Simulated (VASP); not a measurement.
# MgO (P6_3/mmc) in VASP: further runs

The runs below take MgO through single point, with PBE.

All numbers are computed with VASP 6.6.1; they aren't measurements. Logs are shortened: lines on timing, memory, paths and dates and some standing lists are left out, and cuts for length are marked.

### Step 1. The cell of the first run

It takes space group P6_3/mmc (No. 194, hexagonal). Conventional cell: a = 3.463 Å, b = 3.463 Å, c = 4.150 Å, α = 90.00°, β = 90.00°, γ = 120.00°. Mg (site symmetry -6m2) has 5 O at 2.00 to 2.07 Å within 2.6 Å. O (site symmetry -6m2) has 5 Mg at 2.00 to 2.07 Å within 2.6 Å.

### Step 2. Single point, PBE

Input file INCAR:

```
PREC = Accurate ; ENCUT = 520
EDIFF = 1E-7 ; ISMEAR = -1
SIGMA = 0.05 ; LREAL = F
LASPH = T ; NELM = 80
ALGO = Normal ; ISIF = 2
LWAVE = F ; LCHARG = F
GGA = PE ; NBANDS = 16
```

Input file KPOINTS:

```
regular mesh
0
Gamma
  9 9 7
```

Input file POSCAR:

```
MgO
1.0
    3.4629786485      0.0000000000      0.0000000000
   -1.7314893243      2.9990274824      0.0000000000
    0.0000000000      0.0000000000      4.1499998300
Mg O
2 2
Direct
    0.3333333333      0.6666666667      0.2500000000
    0.6666666667      0.3333333333      0.7500000000
    0.3333333333      0.6666666667      0.7500000000
    0.6666666667      0.3333333333      0.2500000000
```

Potentials or basis: VASP PAW PBE potentials, release 64 (Mg, O).

Run with:

```sh
$ cat potpaw_PBE.64/Mg/POTCAR potpaw_PBE.64/O/POTCAR > POTCAR
$ mpirun -np 1 vasp_std > vasp.out
```

OUTCAR:

```text
PREC = Accurate
   ENCUT = 520
   EDIFF = 1E-7
   ISMEAR = -1
   LREAL = F
   LASPH = T
   NELM = 80
   ISIF = 2
   GGA = PE

 ion  position               nearest neighbor table
   1  0.333  0.667  0.250-   4 2.00   4 2.00   4 2.00   3 2.07   3 2.07   2 2.88   2 2.88   2 2.88
                             2 2.88   2 2.88   2 2.88
   2  0.667  0.333  0.750-   3 2.00   3 2.00   3 2.00   4 2.07   4 2.07   1 2.88   1 2.88   1 2.88
                             1 2.88   1 2.88   1 2.88
   3  0.333  0.667  0.750-   2 2.00   2 2.00   2 2.00   1 2.07   1 2.07
   4  0.667  0.333  0.250-   1 2.00   1 2.00   1 2.00   2 2.07   2 2.07

  LATTYP: Found a hexagonal cell.
 ALAT       =     3.4629786485
 C/A-ratio  =     1.1983902447

  Lattice vectors:

 A1 = (   3.4629786485,   0.0000000000,   0.0000000000)
 A2 = (  -1.7314893243,   2.9990274824,   0.0000000000)
 A3 = (   0.0000000000,   0.0000000000,   4.1499998300)

Analysis of symmetry for initial positions (statically):
=====================================================================
 Subroutine PRICEL returns:
 Original cell was already a primitive cell.

 Routine SETGRP: Setting up the symmetry group for a
 hexagonal supercell.

 Subroutine GETGRP returns: Found 24 space group operations
 (whereof 12 operations were pure point group operations)
 out of a pool of 24 trial point group operations.

The static configuration has the point symmetry D_3d.
 The point group associated with its full space group is D_6h.

Analysis of symmetry for dynamics (positions and initial velocities):
=====================================================================
 Subroutine PRICEL returns:
 Original cell was already a primitive cell.

 Routine SETGRP: Setting up the symmetry group for a
 hexagonal supercell.

 Subroutine GETGRP returns: Found 24 space group operations
 (whereof 12 operations were pure point group operations)
 out of a pool of 24 trial point group operations.

The dynamic configuration has the point symmetry D_3d.
 The point group associated with its full space group is D_6h.

 Subroutine INISYM returns: Found 24 space group operations
 (whereof 12 operations are pure point group operations),
 and found     1 'primitive' translations

----------------------------------------------------------------------------------------

                                     Primitive cell

  volume of cell :      43.1001

  direct lattice vectors                    reciprocal lattice vectors
     3.462978649  0.000000000  0.000000000     0.288768745  0.166720713  0.000000000
    -1.731489324  2.999027482  0.000000000     0.000000000  0.333441426  0.000000000
     0.000000000  0.000000000  4.149999830     0.000000000  0.000000000  0.240963865

  length of vectors
     3.462978649  3.462978649  4.149999830     0.333441426  0.333441426  0.240963865

  position of ions in fractional coordinates (direct lattice)
     0.333333333  0.666666667  0.250000000
     0.666666667  0.333333333  0.750000000
     0.333333333  0.666666667  0.750000000
     0.666666667  0.333333333  0.250000000

  ion indices of the primitive-cell ions
   primitive index   ion index
                 1           1
                 2           2
                 3           3
                 4           4

----------------------------------------------------------------------------------------

 KPOINTS: regular mesh

Automatic generation of k-mesh.
 Grid dimensions read from file:
 generate k-points for:    9    9    7

 Generating k-lattice:

  Cartesian coordinates                     Fractional coordinates (reciprocal lattice)
     0.032085416  0.018524524  0.000000000     0.111111111  0.000000000  0.000000000
     0.000000000  0.037049047  0.000000000     0.000000000  0.111111111  0.000000000
     0.000000000  0.000000000  0.034423409     0.000000000  0.000000000  0.142857143

  Length of vectors
     0.037049047  0.037049047  0.034423409

  Shift w.r.t. Gamma in fractional coordinates (k-lattice)
     0.000000000  0.000000000  0.000000000

 Subroutine IBZKPT returns following result:
 ===========================================

 Found     48 irreducible k-points:

 Following reciprocal coordinates:
            Coordinates               Weight
  0.000000  0.000000  0.000000      1.000000
  0.111111  0.000000  0.000000      6.000000
  0.222222  0.000000  0.000000      6.000000
  0.333333  0.000000  0.000000      6.000000
  0.444444  0.000000  0.000000      6.000000
  0.111111  0.111111  0.000000      6.000000
[... 16 lines left out ...]
  0.333333  0.222222  0.142857     24.000000
  0.333333  0.333333  0.142857      4.000000
 [... further k-points ...]
   k-points           NKPTS =     48   k-points in BZ     NKDIM =     48   number of bands    NBANDS=     16
   number of dos      NEDOS =    301   number of ions     NIONS =      4
   total plane-waves  NPLWV =  25088
   dimension x,y,z NGX =    28 NGY =   28 NGZ =   32
   dimension x,y,z NGXF=    56 NGYF=   56 NGZF=   64
   ions per type =               2   2
   NGX,Y,Z   is equivalent  to a cutoff of  13.44, 13.44, 12.82 a.u.
   NGXF,Y,Z  is equivalent  to a cutoff of  26.88, 26.88, 25.64 a.u.
 SYSTEM =  unknown system
   PREC   = accura    normal or accurate (medium, high low for compatibility)
   ISTART =      0    job   : 0-new  1-cont  2-samecut
   ICHARG =      2    charge: 1-file 2-atom 10-const
   ISPIN  =      1    spin polarized calculation?
   LNONCOLLINEAR =      F non collinear calculations
   LSORBIT =      F    spin-orbit coupling
   LASPH  =      T    aspherical Exc in radial PAW
   ENCUT  =  520.0 eV  38.22 Ry    6.18 a.u.   6.44  6.44  7.72*2*pi/ulx,y,z
   NELM   =     80;   NELMIN=  2; NELMDL= -5     # of ELM steps
   EDIFF  = 0.1E-06   stopping-criterion for ELM
   LREAL  =      F    real-space projection
   EDIFFG = 0.1E-05   stopping-criterion for IOM
   NSW    =      0    number of steps for IOM
   IBRION =     -1    ionic relax: 0-MD 1-quasi-New 2-CG
   NFREE  =      0    steps in history (QN), initial steepest desc. (CG)
   ISIF   =      2    stress and relaxation
   ISYM   =      2    0-nonsym 1-usesym 2-fastsym
   POTIM  = 0.5000    time-step for ionic-motion
   TEBEG  =    0.0;   TEEND  =   0.0 temperature during run
   PSTRESS=    0.0 pullay stress
   NELECT =      16.0000    total number of electrons
   NUPDOWN=      -1.0000    fix difference up-down
   EMIN   =  10.00;   EMAX   =-10.00  energy-range for DOS
   EFERMI =   0.00;   METHOD = LEGACY
   ISMEAR =    -1;   SIGMA  =   0.05  broadening in eV -4-tet -1-fermi 0-gaus
   EFERMI_NEDOS =   21; number of points for ismear=-14 and -15
   IALGO  =     38    algorithm
   IMIX   =      4    mixing-type and parameters
     AMIX     =   0.40;   BMIX     =  1.00
     AMIX_MAG =   1.60;   BMIX_MAG =  1.00
  volume/ion in A,a.u.               =      10.78        72.71
  Fermi-wavevector in a.u.,A,eV,Ry     =   1.176582  2.223417 18.835147  1.384344
  Thomas-Fermi vector in A             =   2.312943
   LORBIT       =      0    0 simple, 1 ext, 2 COOP (PROOUT), +10 PAW based schemes
   GGA     = PE    functional components
   LHFCALC =     F    Hartree Fock is set to
   AEXX    =    0.0000 exact exchange contribution
   IVDW    =     0    specifies the selected vdW correction
   LEPSILON=     F    determine dielectric tensor
   LRPA    =     F    only Hartree local field effects (RPA)
 non-spin polarized calculation
  energy-cutoff  :      520.00
  volume of cell :       43.10
 maximum number of plane-waves:      1186
 NGX is ok and might be reduce to    28
   NGX = 13   NGY = 13   NGZ = 15

 number of electron      16.0000004 magnetization

 Free energy of the ion-electron system (eV)
  ---------------------------------------------------
  ext. energy  EPLUGINS =         0.00000000
  ---------------------------------------------------
  free energy    TOTEN  =       -23.62591266 eV

  energy without entropy =      -23.62591266  energy(sigma->0) =      -23.62591266

 E-fermi :   3.0991     XC(G=0): -10.1641

 val. band max:        2.1423079418   @ k =   0.0000   0.0000   0.0000
 cond. band min:       5.6847748840   @ k =   0.0000   0.0000   0.0000
 fundamental gap:      3.5424669422
 Fermi energy:         3.0990572977

 k-point     1 :       0.0000    0.0000    0.0000
  band No.  band energies     occupation
      1     -14.8883      2.00000
      2     -13.4351      2.00000
      3      -1.5735      2.00000
      4       0.3649      2.00000
      5       0.3649      2.00000
      6       1.3110      2.00000
[... 8 lines left out ...]
     15      17.8802      0.00000
     16      18.0406      0.00000

 k-point     2 :       0.1111    0.0000    0.0000
  band No.  band energies     occupation
      1     -14.8252      2.00000
      2     -13.4458      2.00000
      3      -1.4756      2.00000
      4       0.1669      2.00000
      5       0.2668      2.00000
      6       1.0111      2.00000
[... 8 lines left out ...]
     15      17.3834      0.00000
     16      17.5047      0.00000

 k-point     3 :       0.2222    0.0000    0.0000
  band No.  band energies     occupation
      1     -14.6511      2.00000
      2     -13.4854      2.00000
      3      -1.1946      2.00000
      4      -0.4137      2.00000
      5       0.0622      2.00000
      6       0.5806      2.00000
[... 8 lines left out ...]
     15      16.4698      0.00000
     16      16.9899      0.00000

 k-point     4 :       0.3333    0.0000    0.0000
  band No.  band energies     occupation
      1     -14.4123      2.00000
      2     -13.5683      2.00000
      3      -1.0585      2.00000
      4      -0.7772      2.00000
      5      -0.1283      2.00000
      6       0.3043      2.00000
[... 8 lines left out ...]
     15      16.4452      0.00000
     16      17.0275      0.00000
[... 324 lines left out ...]
 k-point    22 :       0.2222    0.2222    0.1429
  band No.  band energies     occupation
      1     -14.2429      2.00000
      2     -13.6464      2.00000
      3      -1.1848      2.00000
      4      -1.0369      2.00000
      5       0.0454      2.00000
      6       0.2210      2.00000
[... 8 lines left out ...]
     15      16.6659      0.00000
     16      17.7734      0.00000

 k-point    23 :       0.3333    0.2222    0.1429
  band No.  band energies     occupation
      1     -14.0508      2.00000
      2     -13.7540      2.00000
      3      -1.4659      2.00000
      4      -0.7791      2.00000
      5      -0.3310      2.00000
      6       0.4776      2.00000
[... 8 lines left out ...]
     15      16.4490      0.00000
     16      17.9666      0.00000

 k-point    24 :       0.3333    0.3333    0.1429
  band No.  band energies     occupation
      1     -13.8878      2.00000
      2     -13.8878      2.00000
      3      -1.4733      2.00000
      4      -0.6185      2.00000
      5      -0.6185      2.00000
      6       0.8320      2.00000
[... 8 lines left out ...]
     15      16.2263      0.00000
     16      18.7803      0.00000

 [... further k-points ...]

------------------------ aborting loop because EDIFF is reached ----------------------------------------

  FORCE on cell =-STRESS in cart. coord.  units (eV):
  Direction    XX          YY          ZZ          XY          YZ          ZX
  --------------------------------------------------------------------------------------
  -------------------------------------------------------------------------------------
  Total        1.7917492      1.7917492      2.1103780     -0.0000000      0.0000000      0.0000000
  in kB       66.6054029     66.6054029     78.4499175     -0.0000000      0.0000000      0.0000000
  external PRESSURE =      70.5535745 kB  Pullay stress =       0.0000000 kB

 VOLUME and BASIS-vectors are now :
 -----------------------------------------------------------------------------
  energy-cutoff  :      520.00
  volume of cell :       43.10
      direct lattice vectors                 reciprocal lattice vectors
     3.462978649  0.000000000  0.000000000     0.288768745  0.166720713  0.000000000
    -1.731489324  2.999027482  0.000000000     0.000000000  0.333441426  0.000000000
     0.000000000  0.000000000  4.149999830     0.000000000  0.000000000  0.240963865

 POSITION                                       TOTAL-FORCE (eV/Angst)
 -----------------------------------------------------------------------------------
     -0.00000      1.99935      1.03750         0.000000     -0.000000      0.000000
      1.73149      0.99968      3.11250        -0.000000      0.000000      0.000000
     -0.00000      1.99935      3.11250         0.000000     -0.000000      0.000000
      1.73149      0.99968      1.03750        -0.000000      0.000000      0.000000
 -----------------------------------------------------------------------------------
    total drift:                               -0.000000      0.000000     -0.000000

  FREE ENERGIE OF THE ION-ELECTRON SYSTEM (eV)
  ---------------------------------------------------
  free  energy   TOTEN  =       -23.6259126603 eV

  energy  without entropy=      -23.6259126603  energy(sigma->0) =      -23.62591266
```

It took 42 s on 1 thread of Intel Xeon 8259CL, shared host; peak memory 0.18 GiB.

Results:

```yaml
Free_energy: -23.6259 eV
Pressure: 7.1 GPa
Band_gap_on_the_k_mesh: 3.54 eV
```

Caveat: the cell stands under pressure; an odd mesh through Γ misses points on the zone boundary, where band edges can lie.

### Step 3. Single point, PBE

This run uses another cell than the first one, of 10.99 Å³/atom.

Input file INCAR:

```
ALGO     = Normal         # electronic algorithm
EDIFF    = 1E-6           # SCF threshold, eV
ENCUT    = 520            # plane-wave cutoff, eV
GGA      = PE             # functional
ISIF     = 2              # what is computed and relaxed
ISMEAR   = -1             # smearing method
LASPH    = True           # aspherical terms in the spheres
LCHARG   = True           # write CHGCAR
LELF     = True           # ELF
LREAL    = False          # projectors in reciprocal space
LVHAR    = True         
LWAVE    = False          # write WAVECAR
NBANDS   = 16             # bands
NELM     = 80             # most SCF steps
PREC     = Accurate       # precision mode
SIGMA    = 0.05           # smearing width, eV
```

Input file KPOINTS:

```
k-points
0
Gamma
  9 9 7
```

Input file POSCAR:

```
MgO
1.0
    3.4863778627      0.0000000000      0.0000000000
   -1.7431889314      3.0192917963      0.0000000000
    0.0000000000      0.0000000000      4.1780412200
Mg O
2 2
Direct
    0.3333333333      0.6666666667      0.2500000000
    0.6666666667      0.3333333333      0.7500000000
    0.3333333333      0.6666666667      0.7500000000
    0.6666666667      0.3333333333      0.2500000000
```

Potentials or basis: VASP PAW PBE potentials, release 64 (Mg, O).

Run with:

```sh
$ cat potpaw_PBE.64/Mg/POTCAR potpaw_PBE.64/O/POTCAR > POTCAR
$ mpirun -np 1 vasp_std > vasp.out
```

Run time: 45 s. Hardware: 1 thread of Intel Xeon 8259CL, shared host; peak memory 0.18 GiB.

The run converged. Its results:

```
Free energy            : -23.6572 eV
Pressure               : 4.0 GPa
Band gap on the k mesh : 3.44 eV
```

Stress tensor (GPa, compression positive):
```
3.69 0.00 0.00
0.00 3.69 0.00
0.00 0.00 4.62
```

Levels at points of the mesh, in eV from the valence-band top:
| k point | band 6 | band 7 | band 8 | band 9 | band 10 | band 11 |
| --- | --- | --- | --- | --- | --- | --- |
| (0.00, 0.00, 0.00) | -0.80 | -0.80 | 0.00 | 3.44 | 9.49 | 12.26 |

Caveat: the cell stands under pressure; an odd mesh through Γ misses points on the zone boundary, where band edges can lie.

### Step 4. Single point, PBE

This run uses another cell than the first one, of 11.21 Å³/atom.

Input file INCAR:

```
PREC     = Accurate       # precision mode
ENCUT    = 520            # plane-wave cutoff, eV
EDIFF    = 1E-6           # SCF threshold, eV
ISMEAR   = -1             # smearing method
SIGMA    = 0.05           # smearing width, eV
LREAL    = F              # projectors in reciprocal space
LASPH    = T              # aspherical terms in the spheres
NELM     = 60             # most SCF steps
ALGO     = Normal         # electronic algorithm
ISIF     = 2              # what is computed and relaxed
LWAVE    = F              # write WAVECAR
LCHARG   = F              # write CHGCAR
GGA      = PE             # functional
NBANDS   = 16             # bands
```

Input file KPOINTS:

```
Automatic mesh
0
Gamma
  9 9 7
```

Input file POSCAR:

```
MgO
1.0
    3.5094671307      0.0000000000      0.0000000000
   -1.7547335654      3.0392876889      0.0000000000
    0.0000000000      0.0000000000      4.2057111735
Mg O
2 2
Direct
    0.3333333333      0.6666666667      0.2500000000
    0.6666666667      0.3333333333      0.7500000000
    0.3333333333      0.6666666667      0.7500000000
    0.6666666667      0.3333333333      0.2500000000
```

Run with:

```sh
$ cat potpaw_PBE.64/Mg/POTCAR potpaw_PBE.64/O/POTCAR > POTCAR
$ mpirun -np 1 vasp_std > vasp.out
```

Run time: 44 s. Hardware: 1 thread of Intel Xeon 8259CL, shared host; peak memory 0.18 GiB.

Results (log left out):

```yaml
Free_energy: -23.6728 eV
Pressure: 1.3 GPa
Band_gap_on_the_k_mesh: 3.34 eV
```

Stress tensor (GPa, compression positive):
```
1.04 0.00 0.00
0.00 1.04 0.00
0.00 0.00 1.74
```

Levels at points of the mesh, in eV from the valence-band top:
| k point | band 5 | band 6 | band 7 | band 8 | band 9 | band 10 | band 11 | band 12 |
| --- | --- | --- | --- | --- | --- | --- | --- | --- |
| (0.00, 0.00, 0.00) | -1.70 | -0.78 | -0.78 | 0.00 | 3.34 | 9.33 | 12.10 | 12.41 |

Caveat: an odd mesh through Γ misses points on the zone boundary, where band edges can lie.

(Part 1 of 2 ends here.)
